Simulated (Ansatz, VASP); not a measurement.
Mo: VASP beside Ansatz

```xyz
1
Lattice="0.0000 2.1762 2.0956 2.1762 0.0000 2.0956 2.1762 2.1762 0.0000" Properties=species:S:1:pos:R:3 pbc="T T T"
Mo    0.0000    0.0000    0.0000
```

Change from the starting cell: strain +0.080 along x and y, +0.040 along z, atoms carried along.

Alike in both runs: task single point; functional PBE; k mesh 20 × 20 × 20; occupations gaussian, width 0.15 eV; no spin polarisation.

|  | VASP | Ansatz |
| --- | --- | --- |
| version | VASP 6.6.1 | Ansatz 0.2.0 |
| potentials or method | VASP PAW PBE potentials, release 64 (Mo_sv), cutoff 520 eV | scalar-relativistic, plane waves, PAW |
| valence electrons in the cell | 14 | 14 |

|  | VASP | Ansatz | Ansatz less VASP |
| --- | --- | --- | --- |
| gap on the k mesh at the Fermi level (eV) | none | none | - |
| pressure (GPa) | -32.4 | -32.5 | -0.18 |
| traceless stress, the component that is largest in VASP (GPa) | -3.96 | -3.96 | -0.001 |

A gap of «none» marks a metal or a gap that the smearing closes. Both programs put the cell under strong tension, so it lies far from rest at this level.

Noted on VASP's run: the cell as given lies far from equilibrium.
